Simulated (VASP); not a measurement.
Crystal: NbP2.

```
Nb P
1.0
     0.00000    3.65629    3.65629
     3.65629    0.00000    3.65629
     3.65629    3.65629    0.00000
Nb P
2 4
Direct
  0.00000 0.00000 0.00000
  0.25000 0.25000 0.25000
  0.62500 0.62500 0.62500
  0.12500 0.62500 0.62500
  0.62500 0.62500 0.12500
  0.62500 0.12500 0.62500
```

```yaml
Program: VASP 6.6.1
Task: relaxation of cell and atoms
Functional: r2SCAN
Potentials_or_basis: VASP PAW PBE potentials, release 64 (Nb_sv, P)
Cutoff: 600 eV
k_mesh: 4 × 4 × 4
Occupations: gaussian, width 0.1 eV
Spin: no spin polarisation
```

At the start: pressure -13.0 GPa; volume 16.29 Å³/atom.

Question: How do energy, volume and symmetry change on relaxing?

Answer: Over 3 steps the energy falls by 84.2 meV/atom and the volume is 14.43 Å³/atom (-11.5 %); space group Fd-3m (No. 227, to 0.1 Å) before and after.

Step by step:
```
step  energy change (eV)  largest force (eV/Å)  pressure (GPa)  volume (Å³)
   1              0.0000                0.0000          -13.00        97.76
   2             -0.2890                0.0000           11.75        80.22
   3             -0.5054                0.0000           -0.09        86.55
```

Final structure:
```cif
data_structure
_symmetry_space_group_name_H-M 'P 1'
_symmetry_Int_Tables_number 1
_cell_length_a 4.9651
_cell_length_b 4.9651
_cell_length_c 4.9651
_cell_angle_alpha 60.000
_cell_angle_beta 60.000
_cell_angle_gamma 60.000
_cell_volume 86.55
loop_
_atom_site_label
_atom_site_type_symbol
_atom_site_fract_x
_atom_site_fract_y
_atom_site_fract_z
_atom_site_occupancy
Nb1 Nb 0.00000 0.00000 0.00000 1
Nb2 Nb 0.25000 0.25000 0.25000 1
P1 P 0.62500 0.62500 0.62500 1
P2 P 0.12500 0.62500 0.62500 1
P3 P 0.62500 0.62500 0.12500 1
P4 P 0.62500 0.12500 0.62500 1
```

Caveat: the k points lie up to 0.39 Å⁻¹ apart in the final cell, too coarse for converged energies and pressures of a metal; the PAW data sets were made with another functional, which shifts forces and pressure a little.
